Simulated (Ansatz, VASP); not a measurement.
# TiO2: VASP beside Ansatz

INCAR

```
SYSTEM = TiO2
  PREC = Accurate
  ENCUT = 600
  EDIFF = 1E-6
  ISMEAR = -1
  SIGMA = 0.05
  LREAL = .False.
  LASPH = .True.
  NELM = 120
  ALGO = Normal
  ISIF = 2
  LWAVE = .False.
  LCHARG = .False.
  GGA = LIBXC
  LIBXC1 = GGA_X_B88
  LIBXC2 = GGA_C_PBE
  NBANDS = 60
  GGA_COMPAT = .False.
```

Contents of KPOINTS:

```
regular mesh
0
Gamma
  8 8 4
  0 0 0
```

The input POSCAR:

```
TiO2
1.0
    6.0704105496     -1.8580131025      0.0000000000
    6.0704105496      1.8580131025      0.0000000000
   -1.9022644521      0.0000000000      6.2434298064
Ti O
4 8
Direct
    0.9000710000      0.9000710000      0.2896020000
    0.1952860000      0.1952860000      0.2837620000
    0.0999290000      0.0999290000      0.7103980000
    0.8047140000      0.8047140000      0.7162380000
    0.3619310000      0.3619310000      0.2933970000
    0.2634885000      0.2634885000      0.6525000000
    0.8671885000      0.8671885000      0.9952910000
    0.7365115000      0.7365115000      0.3475000000
    0.9416475000      0.9416475000      0.6300210000
    0.1328115000      0.1328115000      0.0047090000
    0.6380690000      0.6380690000      0.7066030000
    0.0583525000      0.0583525000      0.3699790000
```

Contents of input.yaml:

```yaml
crystal:
  lattice:
    - [6.0704105496, -1.8580131025, 0.0]
    - [6.0704105496, 1.8580131025, 0.0]
    - [-1.9022644521, 0.0, 6.2434298064]
  atoms:
    - { symbol: Ti, position: [0.900071, 0.900071, 0.289602] }
    - { symbol: Ti, position: [0.195286, 0.195286, 0.283762] }
    - { symbol: Ti, position: [0.099929, 0.099929, 0.710398] }
    - { symbol: Ti, position: [0.804714, 0.804714, 0.716238] }
    - { symbol: O, position: [0.361931, 0.361931, 0.293397] }
    - { symbol: O, position: [0.2634885, 0.2634885, 0.6525] }
    - { symbol: O, position: [0.8671885, 0.8671885, 0.995291] }
    - { symbol: O, position: [0.7365115, 0.7365115, 0.3475] }
    - { symbol: O, position: [0.9416475, 0.9416475, 0.630021] }
    - { symbol: O, position: [0.1328115, 0.1328115, 0.004709] }
    - { symbol: O, position: [0.638069, 0.638069, 0.706603] }
    - { symbol: O, position: [0.0583525, 0.0583525, 0.369979] }
hamiltonian:
  xc: { exchange: b88, correlation: pbe }
  pseudopotentials: { kind: paw }
kpoints:
  mp_grid: { grid: [8, 8, 4] }
scf:
  occupations: { method: fermi_dirac, width: 0.05 }
output:
  forces: true
  stress: true
  eigenvalues: true
  write_density: true
  write_potential: true
  elf: true
  volumetric_format: npy
```

Alike in both runs: task single point; functional b88 exchange, pbe correlation; k mesh 8 × 8 × 4; occupations fermi-dirac, width 0.05 eV; no spin polarisation.

|  | VASP | Ansatz |
| --- | --- | --- |
| version | VASP 6.6.1 | Ansatz 0.2.0 |
| potentials or method | VASP PAW PBE potentials, release 64 (Ti_sv, O) | Ansatz PAW |
| plane-wave cutoff (eV) | 600 | 420 |
| valence electrons in the cell | 96 | 96 |

|  | VASP | Ansatz | Ansatz less VASP |
| --- | --- | --- | --- |
| gap on the k mesh at the Fermi level (eV) | 2.87 | 2.89 | +0.023 |
| least direct gap on the mesh (eV) | 3.04 | 3.07 | +0.022 |
| pressure (GPa) | 7.5 | 7.1 | -0.45 |
| traceless stress, the component that is largest in VASP (GPa) | 0.32 | 0.24 | -0.088 |
| rms of the force components (eV/Å) | 0.089 | 0.067 | -0.0213 |

VASP's potentials were made for PBE, not for b88 exchange, pbe correlation. Atom by atom the forces differ by 0.025 eV/Å (rms over components).
